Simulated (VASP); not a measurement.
Here is a VASP 6.6.1 calculation.

File INCAR:

```
SYSTEM = TiAl3
ALGO     = Fast           ! electronic algorithm
EDIFF    = 1E-6           ! SCF threshold, eV
ENCUT    = 520            ! plane-wave cutoff, eV
GGA      = PE             ! functional
ISIF     = 2              ! what is computed and relaxed
ISMEAR   = 0              ! smearing method
IVDW     = 12             ! dispersion correction
LASPH    = .True.         ! aspherical terms in the spheres
LCHARG   = .True.         ! write CHGCAR
LELF     = .True.         ! ELF
LREAL    = .False.        ! projectors in reciprocal space
LVHAR    = .True.       
LWAVE    = .False.        ! write WAVECAR
NBANDS   = 18             ! bands
NELM     = 80             ! most SCF steps
PREC     = Accurate       ! precision mode
SIGMA    = 0.1            ! smearing width, eV
```

Contents of KPOINTS:

```
k-points
0
Gamma
  6 4 4
  0 0 0
```

Contents of POSCAR:

```
TiAl3
1.0
    2.8396770000      0.0000000000      0.0000000000
    0.0000000000      4.6812640000      0.0000000000
    0.0000000000      0.0000000000      4.9007420000
Ti Al
1 3
Direct
    0.0000000000      0.5000000000      0.1659160000
    0.5000000000      0.5000000000      0.6672710000
    0.5000000000      0.0000000000      0.3309120000
    0.0000000000      0.0000000000      0.8359000000
```

Potentials or basis: VASP PAW PBE potentials, release 64 (Ti_sv, Al).

Run with:

```console
$ cat potpaw_PBE.64/Ti_sv/POTCAR potpaw_PBE.64/Al/POTCAR > POTCAR
$ mpirun -np 1 vasp_std > vasp.out
```

Question: Estimate the pressure.

Answer: -4.3 GPa.

Question: Estimate the dispersion energy per atom.

Answer: -0.407 eV.

Stress tensor (GPa, compression positive):
```
-5.62  0.00  0.00
 0.00 -4.29  0.00
 0.00  0.00 -2.93
```

Caveat: the k points lie up to 0.37 Å⁻¹ apart; pairwise dispersion overbinds metals, which lowers pressure and volume.
